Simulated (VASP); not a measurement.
Wanted: the native input for a VASP 6.6.1 run.

- Task: relaxation of cell and atoms
- Functional: PBEsol
- Potentials or basis: VASP PAW PBE potentials, release 64 (Ca_sv, Se)
- Cutoff: 600 eV
- k mesh: 6 × 6 × 6
- Occupations: fermi-dirac, width 0.02 eV
- Spin: no spin polarisation
- Dipole correction: no
- Further INCAR settings: ALGO = Normal; EDIFF = 1e-06; IBRION = 2; EDIFFG = -0.005; NSW = 80; ISIF = 3

The structure of CaSe lies in POSCAR:

```
CaSe
1.0
    0.0000000000      2.9795339269      2.9795339269
    2.9795339269      0.0000000000      2.9795339269
    2.9795339269      2.9795339269      0.0000000000
Ca Se
1 1
Direct
    0.0000000000      0.0000000000      0.0000000000
    0.5000000000      0.5000000000      0.5000000000
```

The input as run:

INCAR

```
SYSTEM = CaSe
  PREC = Accurate
  ENCUT = 600
  EDIFF = 1E-6
  ISMEAR = -1
  SIGMA = 0.02
  LREAL = .FALSE.
  LASPH = .TRUE.
  NELM = 80
  ALGO = Normal
  ISIF = 3
  LWAVE = .FALSE.
  LCHARG = .FALSE.
  GGA = PS
  IBRION = 2
  NSW = 80
  EDIFFG = -0.005
```

KPOINTS

```
Automatic mesh
0
G
  6 6 6
  0 0 0
```

Potentials or basis: VASP PAW PBE potentials, release 64 (Ca_sv, Se).

Run with:

```console
$ cat potpaw_PBE.64/Ca_sv/POTCAR potpaw_PBE.64/Se/POTCAR > POTCAR
$ mpirun -np 1 vasp_std > vasp.out
```

Results of the run:

```yaml
Relaxed_volume: 25.37 Å³/atom
Relaxed_cell: a = 4.156 Å, b = 4.156 Å, c = 4.156 Å, α = 60.00°, β = 60.00°, γ = 60.00°
Space_group_after_relaxing_to_0.05_Å: Fm-3m (No. 225)
Energy_gained_by_relaxing: 6.9 meV/atom
Ionic_steps: 3
Pressure_after_relaxing: 0.0 GPa
Band_gap_on_the_k_mesh: 1.88 eV, indirect (least direct gap 2.84 eV)
```

Caveat: the PAW data sets were made with another functional, which shifts forces and pressure a little.

Run time: 19 s on 1 thread of Intel(R) Xeon(R) Platinum 8488C (Sapphire Rapids), on a shared host, peak memory 0.21 GiB.
